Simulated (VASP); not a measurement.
## CoO: single point with LDA+U

Crystal: CoO.

```
Co O
1.0
     0.00000    2.08742    2.08742
     2.08742    0.00000    2.08742
     2.08742    2.08742    0.00000
Co O
1 1
Direct
  0.00000 0.00000 0.00000
  0.50000 0.50000 0.50000
```

- Program: VASP 6.6.1
- Task: single point
- Functional: LDA
- Potentials or basis: VASP PAW LDA potentials, release 64 (Co_sv, O)
- Cutoff: 600 eV
- k mesh: 10 × 10 × 10
- Occupations: gaussian, width 0.05 eV
- Spin: collinear spin, ferromagnetic start
- Starting moments: [2.8, 0.31] μB
- Hubbard terms: Co d U = 3.3 eV
- Dipole correction: no
- Second run: valence_matched
- Further INCAR settings: ALGO = Normal; EDIFF = 1e-06; NBANDS = 22

```json
{
  "Pressure": "-8.0 GPa",
  "Band gap on the k mesh": "zero (filled and empty bands overlap)",
  "Net moment": "3.00 μB per cell",
  "Site moments": "Co +2.65; O +0.28 μB",
  "Valence electrons inside the program's atomic spheres": "Co 14.93; O 5.00"
}
```

Levels at points of the mesh, in eV from the Fermi level:
Spin up:
```
           k point  band 10  band 11  band 12  band 13  band 14  band 15  band 16  band 17
(0.00, 0.00, 0.00)    -4.26    -3.00    -3.00    -3.00     1.62    17.04    18.19    18.19
(0.50, 0.00, 0.00)    -3.50    -2.66    -0.11    -0.11     5.32    10.07    13.82    13.82
(0.50, 0.50, 0.00)    -4.10    -3.37    -3.20    -3.20     6.33    10.38    11.58    16.48
```
Spin down:
```csv
k point,band 7,band 8,band 9,band 10,band 11,band 12,band 13,band 14
"(0.00, 0.00, 0.00)",-2.46,-2.46,-1.27,-1.27,-1.27,0.94,0.94,2.14
"(0.50, 0.00, 0.00)",-4.59,-4.59,-0.12,-0.12,0.21,3.76,3.76,5.66
"(0.50, 0.50, 0.00)",-3.82,-3.82,-2.53,0.11,0.11,1.50,2.11,7.11
```

Eigenvalues of the final occupation matrices:
| site | spin | trace | eigenvalues |
| --- | --- | --- | --- |
| site 1 d | 1 | 4.68 | 0.92 0.92 0.92 0.96 0.96 |
| site 1 d | 2 | 2.05 | 0.12 0.12 0.60 0.60 0.60 |

Run time: 28 s on 1 thread of AMD EPYC 9R45 96-Core Processor (Zen 5), with other jobs on the host, peak memory 0.12 GiB.

Caveat: a cell with one magnetic atom can't hold antiferromagnetic order, which such compounds often take. The state reached can hang on the start; a lower one may exist.
